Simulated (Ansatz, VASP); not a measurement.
# Two plane-wave programs on Hg

Contents of INCAR:

```
SYSTEM = Hg
PREC     = Accurate       ! precision mode
ENCUT    = 520            ! plane-wave cutoff, eV
EDIFF    = 1E-7           ! SCF threshold, eV
ISMEAR   = -1             ! smearing method
SIGMA    = 0.1            ! smearing width, eV
LREAL    = .False.        ! projectors in reciprocal space
LASPH    = .True.         ! aspherical terms in the spheres
NELM     = 80             ! most SCF steps
ALGO     = Normal         ! electronic algorithm
ISIF     = 2              ! what is computed and relaxed
LWAVE    = .False.        ! write WAVECAR
LCHARG   = .False.        ! write CHGCAR
GGA      = PS             ! functional
NBANDS   = 19             ! bands
```

Contents of KPOINTS:

```
Automatic mesh
0
Gamma
  19 19 10
  0 0 0
```

Contents of POSCAR:

```
Hg
1.0
    3.2323089524      0.0000000000      0.0000000000
   -1.6161544762      2.7992616656      0.0000000000
    0.0000000000      0.0000000000      5.4188607368
Hg
2
Direct
    0.3333333333      0.6666666667      0.2500000000
    0.6666666667      0.3333333333      0.7500000000
```

Input for Ansatz:

```yaml
crystal:
  lattice:
    - [3.2323089524, 0.0, 0.0]
    - [-1.6161544762, 2.7992616656, 0.0]
    - [0.0, 0.0, 5.4188607368]
  atoms:
    - { symbol: Hg, position: [0.3333333333, 0.6666666667, 0.25] }
    - { symbol: Hg, position: [0.6666666667, 0.3333333333, 0.75] }
hamiltonian:
  xc: pbesol
  pseudopotentials:
    kind: paw
    azcp:
      Hg: "pseudopotentials/Hg.paw.azcp"
basis:
  ecutwfc: 420
  fft_grid_basis: typed
kpoints:
  mp_grid: { grid: [19, 19, 10], shift: [0, 0, 0] }
magnetization:
  spin_polarized: false
scf:
  occupations: { method: fermi_dirac, width: 0.1 }
output:
  stress: true
```

Alike in both runs: task single point; functional PBEsol; k mesh 19 × 19 × 10; occupations fermi-dirac, width 0.1 eV; no spin polarisation.

|  | VASP | Ansatz |
| --- | --- | --- |
| version | VASP 6.6.1 | Ansatz 0.2.0 |
| potentials or method | VASP PAW PBE potentials, release 64 (Hg), cutoff 520 eV | plane waves (420 eV) with PAW, scalar-relativistic |
| valence electrons in the cell | 24 | 40 |

Ansatz gave:

```
pressure (GPa)                                                : -1.0
traceless stress, the component that is largest in VASP (GPa) : -0.30
```

Task: What did VASP give for the same quantities?

Result: Pressure (GPa): -0.7; traceless stress, the component that is largest in VASP (GPa): -0.33.

VASP's potentials were made for PBE, not for PBEsol, and Ansatz warns of the same on its side. VASP's potentials hold 24 valence electrons a cell and Ansatz's 40, so a difference there can come from the potentials and not from the codes.

Neither program's run includes spin-orbit coupling.
